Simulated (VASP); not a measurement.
# Cu: single point with PBE

The system is Cu.

```xyz
1
Lattice="2.3648 0.0000 0.0000 0.0000 2.3648 0.0000 0.0000 0.0000 2.3648" Properties=species:S:1:pos:R:3 pbc="T T T"
Cu    0.0000    0.0000    0.0000
```

This isn't the form of Cu at room conditions, which is fcc.

- Program: VASP 6.6.1
- Task: single point
- Functional: PBE
- Potentials or basis: VASP PAW PBE potentials, release 64 (Cu)
- Cutoff: 600 eV
- k mesh: 16 × 16 × 16
- Occupations: fermi-dirac, width 0.05 eV
- Spin: no spin polarisation

```json
{"Pressure": "6.6 GPa", "Band gap on the k mesh": "zero (an odd number of electrons rules out a gap without spin polarisation)"}
```

Levels at points of the mesh, in eV from the Fermi level:
```tsv
k point	band 3	band 4	band 5	band 6	band 7	band 8
(0.00, 0.00, 0.00)	-3.93	-1.26	-1.26	-1.26	18.17	18.17
(0.50, 0.00, 0.00)	-2.08	-2.08	-1.39	-1.18	2.24	23.90
(0.50, 0.50, 0.00)	-1.92	-1.92	-0.68	4.44	4.44	9.28
(0.50, 0.50, 0.50)	-3.59	-0.63	-0.63	10.47	10.47	10.47
```

Wall time 16 s on 1 thread of Intel(R) Xeon(R) Platinum 8488C (Sapphire Rapids) (shared host), peak memory 0.14 GiB.

Caveat: the cell stands under pressure.
